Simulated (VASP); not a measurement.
Here is a VASP 6.6.1 calculation.

INCAR

```
PREC = Accurate ; ENCUT = 520
EDIFF = 1E-6 ; ISMEAR = 1
SIGMA = 0.05 ; LREAL = False
LASPH = True ; NELM = 80
ALGO = Normal ; ISIF = 2
LWAVE = False ; LCHARG = False
GGA = PE ; NBANDS = 18
```

KPOINTS

```
Automatic mesh
0
Gamma
  8 8 6
```

File POSCAR:

```
CuAu
1.0
    2.8107494552      0.0000000000      0.0000000000
    0.0000000000      2.8107494552      0.0000000000
    0.0000000000      0.0000000000      3.6850000000
Au Cu
1 1
Direct
    0.0000000000      0.0000000000      0.0000000000
    0.5000000000      0.5000000000      0.5000000000
```

Potentials or basis: VASP PAW PBE potentials, release 64 (Au, Cu).

The run is started by

```console
$ cat potpaw_PBE.64/Au/POTCAR potpaw_PBE.64/Cu/POTCAR > POTCAR
$ mpirun -np 1 vasp_std > vasp.out
```

Question: What does it give for the pressure?

Answer: 5.1 GPa.

Question: Predict the band gap on the k mesh.

Answer: Zero (band 11 reaches 14.10 eV, above the bottom of band 12 at 6.75 eV).

Stress tensor (GPa, compression positive):
```
6.23 0.00 0.00
0.00 6.23 0.00
0.00 0.00 2.98
```

Caveat: spin-orbit coupling is left out, which moves the levels of the heavy elements.
